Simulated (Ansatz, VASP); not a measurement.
**One calculation of Ti, two programs**

INCAR

```
PREC     = Accurate       # precision mode
ENCUT    = 500            # plane-wave cutoff, eV
EDIFF    = 1E-6           # SCF threshold, eV
ISMEAR   = -1             # smearing method
SIGMA    = 0.05           # smearing width, eV
LREAL    = False          # projectors in reciprocal space
LASPH    = True           # aspherical terms in the spheres
NELM     = 120            # most SCF steps
ALGO     = Normal         # electronic algorithm
ISIF     = 2              # what is computed and relaxed
LWAVE    = False          # write WAVECAR
LCHARG   = True           # write CHGCAR
GGA      = PS             # functional
LELF     = True           # ELF
LVHAR    = True         
NBANDS   = 19             # bands
GGA_COMPAT= False
```

KPOINTS

```
Automatic mesh
0
Gamma
  20 20 11
```

File POSCAR:

```
Ti
1.0
    2.9004064860      0.0000000000      0.0000000000
   -1.4502032430      2.5118256981      0.0000000000
    0.0000000000      0.0000000000      4.5911775241
Ti
2
Direct
    0.3333333333      0.6666666667      0.2500000000
    0.6666666667      0.3333333333      0.7500000000
```

Input for Ansatz:

```yaml
crystal:
  lattice:
    - [2.900406486, 0.0, 0.0]
    - [-1.450203243, 2.5118256981, 0.0]
    - [0.0, 0.0, 4.5911775241]
  atoms:
    - { symbol: Ti, position: [0.3333333333, 0.6666666667, 0.25] }
    - { symbol: Ti, position: [0.6666666667, 0.3333333333, 0.75] }
kpoints:
  mp_grid: { grid: [20, 20, 11] }
scf:
  occupations: { method: fermi_dirac, width: 0.05 }
hamiltonian:
  xc: pbesol
  pseudopotentials: { kind: paw }
output:
  forces: true
  stress: true
  eigenvalues: true
```

Alike in both runs: task single point; functional PBEsol; k mesh 20 × 20 × 11; occupations fermi-dirac, width 0.05 eV; no spin polarisation.

```csv
,VASP,Ansatz
version,VASP 6.6.1,Ansatz 0.2.0
potentials or method,"VASP PAW PBE potentials, release 64 (Ti_sv)","PAW with Ansatz's default frozen-core files, scalar-relativistic"
plane-wave cutoff (eV),500,420
valence electrons in the cell,24,24
```

```tsv
	VASP	Ansatz	Ansatz less VASP
pressure (GPa)	-0.3	0.0	+0.30
```

VASP's potentials were made for PBE, not for PBEsol. The functional is the same, so the differences come from potentials, cutoffs and numerics.
